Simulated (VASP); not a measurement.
Be: single point with PBE+D3(BJ)

The system is Be.

```xyz
4
Lattice="2.1680 0.0000 0.0000 0.0000 3.7550 0.0000 0.0000 0.0000 3.4160" Properties=species:S:1:pos:R:3 pbc="T T T"
Be    1.3756    3.1180    2.4645
Be    0.7891    0.6404    2.3242
Be    0.2627    2.5834    0.9660
Be    1.7936    1.2131    1.0347
```

- Program: VASP 6.6.1
- Task: single point
- Functional: PBE
- Dispersion: D3(BJ)
- Potentials or basis: VASP PAW PBE potentials, release 64 (Be)
- Cutoff: 520 eV
- k mesh: 7 × 4 × 5
- Occupations: fermi-dirac, width 0.15 eV
- Spin: no spin polarisation

```json
{"Pressure": "60.5 GPa", "Largest force": "11.802 eV/Å", "Band gap on the k mesh": "zero (bands 4 and 5 overlap by 0.88 eV)", "Dispersion energy per atom": "-0.406 eV"}
```

Forces on the atoms (eV/Å):
```
Be   5.688 -9.929  2.889
Be  -6.695  8.942  2.824
Be   4.615  7.004 -2.009
Be  -3.608 -6.017 -3.704
```

Stress tensor (GPa, compression positive):
```
 40.84  -7.82  -2.46
 -7.82 117.05 -15.68
 -2.46 -15.68  23.69
```

Levels at points of the mesh, in eV from the Fermi level:
| k point | band 1 | band 2 | band 3 | band 4 | band 5 | band 6 | band 7 | band 8 |
| --- | --- | --- | --- | --- | --- | --- | --- | --- |
| (0.00, 0.00, 0.00) | -11.37 | -5.53 | -4.16 | -1.55 | 1.39 | 3.85 | 5.20 | 8.32 |
| (0.00, 0.50, 0.00) | -9.66 | -9.43 | -2.04 | -1.43 | 2.03 | 2.67 | 6.34 | 6.91 |

Run time: 18 s on 1 thread of Intel Xeon 8259CL, with other jobs on the host, peak memory 0.15 GiB.

Caveat: the k points lie up to 0.42 Å⁻¹ apart, too coarse for converged energies and pressures of a metal; three body term missing; forces of over 1 eV/Å act on the atoms, so gaps and moduli don't describe the material at rest.
